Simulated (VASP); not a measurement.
A run of VASP 6.6.1:

Contents of INCAR:

```
SYSTEM = Si3N4
PREC = Accurate ; ENCUT = 600
EDIFF = 1E-7 ; ISMEAR = -1
SIGMA = 0.02 ; LREAL = .False.
LASPH = .True. ; NELM = 120
ALGO = Normal ; ISIF = 3
LWAVE = .False. ; LCHARG = .False.
GGA = PE ; IBRION = 2
NSW = 80 ; EDIFFG = -0.005
GGA_COMPAT = .False. ; NELMIN = 4
```

File KPOINTS:

```
Automatic mesh
0
Gamma
  6 6 8
  0 0 0
```

POSCAR

```
Si3N4
1.0
    7.6045444400      0.0000000000      0.0000000000
   -3.8022722200      6.5857286700      0.0000000000
    0.0000000000      0.0000000000      2.9051990800
Si N
6 8
Direct
    0.2310824300      0.8249461500      0.7500000000
    0.4061362800      0.2310824300      0.2500000000
    0.8249461500      0.5938637200      0.2500000000
    0.1750538500      0.4061362800      0.7500000000
    0.5938637200      0.7689175700      0.7500000000
    0.7689175700      0.1750538500      0.2500000000
    0.3333333300      0.6666666700      0.7500000000
    0.6666666700      0.3333333300      0.2500000000
    0.9691944900      0.6698534000      0.7500000000
    0.2993410900      0.9691944900      0.2500000000
    0.6698534000      0.7006589100      0.2500000000
    0.3301466000      0.2993410900      0.7500000000
    0.0308055100      0.3301466000      0.2500000000
    0.7006589100      0.0308055100      0.7500000000
```

Potentials or basis: VASP PAW PBE potentials, release 64 (Si, N).

Command:

```console
$ cat potpaw_PBE.64/Si/POTCAR potpaw_PBE.64/N/POTCAR > POTCAR
$ mpirun -np 1 vasp_std > vasp.out
```

Hardware: 1 thread of AMD EPYC 9R45 96-Core Processor (Zen 5), with other jobs on the host.

Q: Estimate the wall time of this run.

A: It took 11 min on 1 thread of AMD EPYC 9R45 96-Core Processor (Zen 5) (shared host), peak memory 0.41 GiB. Counts: scf iterations 66, k points 40, ion steps 8.
